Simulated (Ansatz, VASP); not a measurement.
# One calculation of InSe, two programs

INCAR

```
SYSTEM = InSe
  PREC = Accurate
  ENCUT = 500
  EDIFF = 1E-6
  ISMEAR = 0
  SIGMA = 0.1
  LREAL = .False.
  LASPH = .True.
  NELM = 120
  ALGO = Normal
  ISIF = 2
  LWAVE = .False.
  LCHARG = .False.
  GGA = PE
  NBANDS = 27
  GGA_COMPAT = .False.
```

KPOINTS

```
Automatic mesh
0
Gamma
  6 6 6
  0 0 0
```

The input POSCAR:

```
InSe
1.0
    2.0233426100      1.1681773700      8.6085243200
   -2.0233426100      1.1681773700      8.6085243200
    0.0000000000     -2.3363547300      8.6085243200
In Se
2 2
Direct
    0.1103465100      0.1103465100      0.1103465100
    0.0018301300      0.0018301300      0.0018301300
    0.6197097900      0.6197097900      0.6197097900
    0.8258115600      0.8258115600      0.8258115600
```

Input for Ansatz:

```yaml
crystal:
  lattice:
    - [2.02334261, 1.16817737, 8.60852432]
    - [-2.02334261, 1.16817737, 8.60852432]
    - [0.0, -2.33635473, 8.60852432]
  atoms:
    - { symbol: In, position: [0.11034651, 0.11034651, 0.11034651] }
    - { symbol: In, position: [0.00183013, 0.00183013, 0.00183013] }
    - { symbol: Se, position: [0.61970979, 0.61970979, 0.61970979] }
    - { symbol: Se, position: [0.82581156, 0.82581156, 0.82581156] }
basis:
  ecutwfc: 420
kpoints:
  mp_grid: { grid: [6, 6, 6] }
hamiltonian:
  xc: pbe
scf:
  occupations: { method: gaussian, width: 0.1 }
output:
  forces: true
  stress: true
  eigenvalues: true
```

Alike in both runs: task single point; functional PBE; k mesh 6 × 6 × 6; occupations gaussian, width 0.1 eV; no spin polarisation.

```csv
,VASP,Ansatz
version,VASP 6.6.1,Ansatz 0.2.0
potentials or method,"VASP PAW PBE potentials, release 64 (In_d, Se), cutoff 500 eV","scalar-relativistic, plane waves, PAW"
valence electrons in the cell,38,58
```

```tsv
	VASP	Ansatz	Ansatz less VASP
gap on the k mesh at the Fermi level (eV)	0.43	0.44	+0.012
least direct gap on the mesh (eV)	0.43	0.44	+0.012
pressure (GPa)	1.6	1.6	-0.04
traceless stress, the component that is largest in VASP (GPa)	-0.10	-0.09	+0.004
rms of the force components (eV/Å)	0.096	0.087	-0.0087
```

Atom by atom the forces differ by 0.009 eV/Å (rms over components). VASP's potentials hold 38 valence electrons a cell and Ansatz's 58, so a difference there can come from the potentials and not from the codes. Ansatz's warnings: structure snapped to symmetry.
